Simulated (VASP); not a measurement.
# CuO (C2/c) in VASP: single point with PBE

Aim: the single point of CuO with PBE.

Program: VASP 6.6.1. These are calculated values, not measurements. Logs are shortened: lines on timing, memory, paths and dates and some standing lists are left out, and cuts for length are marked.

## Step 1: The cell of the first run

The structure is monoclinic, space group C2/c (No. 15). The conventional cell has a = 4.684 Å, b = 3.423 Å, c = 5.129 Å, α = 90.00°, β = 99.54°, γ = 90.00°. Cu (site symmetry -1) has 4 O at 1.95 to 1.96 Å within 2.6 Å. Within 3.0 Å of O (site symmetry 2) lie 6 Cu at 1.95 to 2.78 Å and 6 O at 2.62 to 2.90 Å.

## Step 2: Single point, PBE

INCAR reads:

```
  PREC = Accurate
  ENCUT = 600
  EDIFF = 1E-6
  ISMEAR = 0
  SIGMA = 0.1
  LREAL = False
  LASPH = True
  NELM = 120
  ALGO = Normal
  ISIF = 2
  LWAVE = False
  LCHARG = False
  GGA = PE
  NBANDS = 25
  GGA_COMPAT = False
```

KPOINTS reads:

```
regular mesh
0
Gamma
  6 6 4
```

POSCAR reads:

```
CuO
1.0
    2.3418500000     -1.7113000000      0.0000000000
    2.3418500000      1.7113000000      0.0000000000
   -0.8500274268      0.0000000000      5.0578693947
Cu O
2 2
Direct
    0.0000000000      0.5000000000      0.0000000000
    0.5000000000      0.0000000000      0.5000000000
    0.5816000000      0.4184000000      0.2500000000
    0.4184000000      0.5816000000      0.7500000000
```

Potentials or basis: VASP PAW PBE potentials, release 64 (Cu, O).

Run with:

```bash
cat potpaw_PBE.64/Cu/POTCAR potpaw_PBE.64/O/POTCAR > POTCAR
mpirun -np 1 vasp_std > vasp.out
```

OUTCAR:

```text
PREC = Accurate
   ENCUT = 600
   EDIFF = 1E-6
   ISMEAR = 0
   LREAL = False
   LASPH = True
   NELM = 120
   ISIF = 2
   GGA = PE

 ion  position               nearest neighbor table
   1  0.000  0.500  0.000-   3 1.95   4 1.95   4 1.96   3 1.96
   2  0.500  0.000  0.500-   4 1.95   3 1.95   4 1.96   3 1.96
   3  0.582  0.418  0.250-   2 1.95   1 1.95   2 1.96   1 1.96
   4  0.418  0.582  0.750-   1 1.95   2 1.95   2 1.96   1 1.96

  LATTYP: Found a base centered monoclinic cell.
 ALAT       =     4.6837000000
 B/A-ratio  =     0.7307470589
 C/A-ratio  =     1.0950317057
 COS(beta)  =    -0.1657361228

  Lattice vectors:

 A1 = (   2.3418500000,  -1.7113000000,   0.0000000000)
 A2 = (   2.3418500000,   1.7113000000,   0.0000000000)
 A3 = (  -0.8500274268,   0.0000000000,   5.0578693947)

Analysis of symmetry for initial positions (statically):
=====================================================================
 Subroutine PRICEL returns:
 Original cell was already a primitive cell.

 Routine SETGRP: Setting up the symmetry group for a
 base centered monoclinic supercell.

 Subroutine GETGRP returns: Found  4 space group operations
 (whereof  2 operations were pure point group operations)
 out of a pool of  4 trial point group operations.

The static configuration has the point symmetry S_2 .
 The point group associated with its full space group is C_2h.

Analysis of symmetry for dynamics (positions and initial velocities):
=====================================================================
 Subroutine PRICEL returns:
 Original cell was already a primitive cell.

 Routine SETGRP: Setting up the symmetry group for a
 base centered monoclinic supercell.

 Subroutine GETGRP returns: Found  4 space group operations
 (whereof  2 operations were pure point group operations)
 out of a pool of  4 trial point group operations.

The dynamic configuration has the point symmetry S_2 .
 The point group associated with its full space group is C_2h.

 Subroutine INISYM returns: Found  4 space group operations
 (whereof  2 operations are pure point group operations),
 and found     1 'primitive' translations

----------------------------------------------------------------------------------------

                                     Primitive cell

  volume of cell :      40.5399

  direct lattice vectors                    reciprocal lattice vectors
[... 89 lines left out ...]
   ENCUT  =  600.0 eV  44.10 Ry    6.64 a.u.   5.79  5.79 10.24*2*pi/ulx,y,z
   NELM   =    120;   NELMIN=  2; NELMDL= -5     # of ELM steps
   EDIFF  = 0.1E-05   stopping-criterion for ELM
   LREAL  =      F    real-space projection
   EDIFFG = 0.1E-04   stopping-criterion for IOM
   NSW    =      0    number of steps for IOM
   IBRION =     -1    ionic relax: 0-MD 1-quasi-New 2-CG
   NFREE  =      0    steps in history (QN), initial steepest desc. (CG)
   ISIF   =      2    stress and relaxation
   ISYM   =      2    0-nonsym 1-usesym 2-fastsym
   POTIM  = 0.5000    time-step for ionic-motion
   TEBEG  =    0.0;   TEEND  =   0.0 temperature during run
   PSTRESS=    0.0 pullay stress
   NELECT =      34.0000    total number of electrons
   NUPDOWN=      -1.0000    fix difference up-down
   EMIN   =  10.00;   EMAX   =-10.00  energy-range for DOS
   EFERMI =   0.00;   METHOD = LEGACY
   ISMEAR =     0;   SIGMA  =   0.10  broadening in eV -4-tet -1-fermi 0-gaus
   EFERMI_NEDOS =   21; number of points for ismear=-14 and -15
   IALGO  =     38    algorithm
   IMIX   =      4    mixing-type and parameters
     AMIX     =   0.40;   BMIX     =  1.00
     AMIX_MAG =   1.60;   BMIX_MAG =  1.00
  volume/ion in A,a.u.               =      10.13        68.39
  Fermi-wavevector in a.u.,A,eV,Ry     =   1.543856  2.917465 32.429379  2.383492
  Thomas-Fermi vector in A             =   2.649460
   LORBIT       =      0    0 simple, 1 ext, 2 COOP (PROOUT), +10 PAW based schemes
   GGA     = PE    functional components
   LHFCALC =     F    Hartree Fock is set to
   AEXX    =    0.0000 exact exchange contribution
   IVDW    =     0    specifies the selected vdW correction
   LEPSILON=     F    determine dielectric tensor
   LRPA    =     F    only Hartree local field effects (RPA)
 non-spin polarized calculation
 Gauss-broadening in eV      SIGMA  =   0.10
  energy-cutoff  :      600.00
  volume of cell :       40.54
 maximum number of plane-waves:      1362
   NGX = 11   NGY = 11   NGZ = 21

 number of electron      33.9999983 magnetization

 Free energy of the ion-electron system (eV)
  ---------------------------------------------------
  ext. energy  EPLUGINS =         0.00000000
  ---------------------------------------------------
  free energy    TOTEN  =       -19.53065110 eV

  energy without entropy =      -19.51705924  energy(sigma->0) =      -19.52385517

 E-fermi :   5.7166     XC(G=0): -11.9146

 val. band max:        5.7052001069   @ k =   0.3333   0.3333   0.2500
 cond. band min:       5.7187384136   @ k =  -0.3333   0.0000   0.2500
 fundamental gap:      0.0135383066
 Fermi energy:         5.7166147377

 k-point     1 :       0.0000    0.0000    0.0000
  band No.  band energies     occupation
      1     -14.2137      2.00000
      2     -12.8873      2.00000
      3      -2.4340      2.00000
      4       0.1587      2.00000
      5       0.5545      2.00000
      6       2.4054      2.00000
[... 661 lines left out ...]
     24      20.2863      0.00000
     25      20.5736      0.00000

 [... further k-points ...]

------------------------ aborting loop because EDIFF is reached ----------------------------------------

  FORCE on cell =-STRESS in cart. coord.  units (eV):
  Direction    XX          YY          ZZ          XY          YZ          ZX
  --------------------------------------------------------------------------------------
  -------------------------------------------------------------------------------------
  Total        1.5795687      1.8244236      1.4275911      0.0000000      0.0000000     -0.3041461
  in kB       62.4261114     72.1030143     56.4198053      0.0000000      0.0000000    -12.0201539
  external PRESSURE =      63.6496437 kB  Pullay stress =       0.0000000 kB

 VOLUME and BASIS-vectors are now :
 -----------------------------------------------------------------------------
  energy-cutoff  :      600.00
  volume of cell :       40.54
      direct lattice vectors                 reciprocal lattice vectors
     2.341850000 -1.711300000  0.000000000     0.213506416 -0.292175539  0.035881968
     2.341850000  1.711300000  0.000000000     0.213506416  0.292175539  0.035881968
    -0.850027427  0.000000000  5.057869395     0.000000000  0.000000000  0.197711709

 POSITION                                       TOTAL-FORCE (eV/Angst)
 -----------------------------------------------------------------------------------
      1.17092      0.85565      0.00000         0.000000     -0.000000      0.000000
      0.74591     -0.85565      2.52893         0.000000      0.000000      0.000000
      2.12934     -0.27928      1.26447        -0.000000      0.246226      0.000000
      1.70433      0.27928      3.79340        -0.000000     -0.246226     -0.000000
 -----------------------------------------------------------------------------------
    total drift:                                0.000000     -0.000000     -0.000000

  FREE ENERGIE OF THE ION-ELECTRON SYSTEM (eV)
  ---------------------------------------------------
  free  energy   TOTEN  =       -19.5306510996 eV

  energy  without entropy=      -19.5170592421  energy(sigma->0) =      -19.52385517
```

OSZICAR:

```text
N       E                     dE             d eps       ncg     rms          rms(c)
DAV:   1     0.314832969554E+03    0.31483E+03   -0.17833E+04  2487   0.242E+03
DAV:   2     0.157849310176E+02   -0.29905E+03   -0.27552E+03  2372   0.424E+02
DAV:   3    -0.241580177170E+02   -0.39943E+02   -0.37776E+02  2868   0.168E+02
DAV:   4    -0.256230987328E+02   -0.14651E+01   -0.14538E+01  2860   0.341E+01
DAV:   5    -0.256493028597E+02   -0.26204E-01   -0.26188E-01  3064   0.411E+00    0.174E+01
DAV:   6    -0.229487705312E+02    0.27005E+01   -0.34931E+01  3357   0.151E+02    0.132E+01
DAV:   7    -0.194696206251E+02    0.34791E+01   -0.97533E+00  2865   0.115E+02    0.258E+00
DAV:   8    -0.195656564832E+02   -0.96036E-01   -0.14849E+00  2502   0.841E+00    0.160E+00
DAV:   9    -0.195344208211E+02    0.31236E-01   -0.56966E-02  4051   0.624E+00    0.477E-01
DAV:  10    -0.195311046237E+02    0.33162E-02   -0.12286E-02  3498   0.172E+00    0.312E-01
DAV:  11    -0.195305963756E+02    0.50825E-03   -0.54907E-03  3504   0.678E-01    0.482E-02
DAV:  12    -0.195306187296E+02   -0.22354E-04   -0.26188E-04  3129   0.183E-01    0.274E-02
DAV:  13    -0.195306525834E+02   -0.33854E-04   -0.38367E-05  3603   0.762E-02    0.945E-03
DAV:  14    -0.195306511772E+02    0.14062E-05   -0.61231E-07  2121   0.321E-02    0.486E-03
DAV:  15    -0.195306510996E+02    0.77561E-07   -0.21644E-06  1916   0.150E-02
   1 F= -.19530651E+02 E0= -.19523855E+02  d E =-.135919E-01
```

stdout:

```text
POSCAR found type information on POSCAR CuO
 POSCAR found :  2 types and       4 ions
 scaLAPACK will be used
 LDA part: xc-table for (Slater+PW92), standard interpolation
 POSCAR, INCAR and KPOINTS ok, starting setup
 FFT: planning ... GRIDC
 FFT: planning ... GRID_SOFT
 FFT: planning ... GRID
 WAVECAR not read
 entering main loop
```

Wall time 84 s (1 thread of Intel Xeon 8259CL, shared host); peak memory 0.19 GiB.

Results:

* Free energy: -19.5307 eV
* Pressure: 6.4 GPa
* Largest force: 0.246 eV/Å
* Band gap on the k mesh: zero (bands 17 and 18 overlap by 0.66 eV)

Forces in eV/Å, atoms in the order of the input:
```
Cu   0.000  0.000  0.000
Cu   0.000  0.000  0.000
O    0.000  0.246  0.000
O    0.000 -0.246  0.000
```

Levels at points of the mesh, in eV from the Fermi level:
```csv
k point,band 15,band 16,band 17,band 18,band 19,band 20
"(0.00, 0.00, 0.00)",-2.17,-1.66,0.22,0.94,1.73,6.05
"(0.50, 0.00, 0.00)",-1.51,-1.42,0.01,0.26,4.89,6.33
"(0.50, 0.50, 0.00)",-1.67,-1.22,-0.66,1.07,3.37,7.12
"(0.00, 0.00, 0.50)",-1.52,-1.52,0.25,0.25,3.95,3.95
"(0.50, 0.00, 0.50)",-1.74,-1.61,-0.09,0.75,5.13,6.56
"(0.50, 0.50, 0.50)",-1.31,-1.31,-0.42,-0.42,5.23,5.23
```

Caveat: the k points lie up to 0.38 Å⁻¹ apart, too coarse for converged energies and pressures of a metal; semilocal functionals often make such compounds metallic where correlation or magnetic order opens a gap, which also shifts bond lengths. With open d or f shells a metallic result of PBE can be an artefact of self-interaction; +U or a hybrid may open a gap.
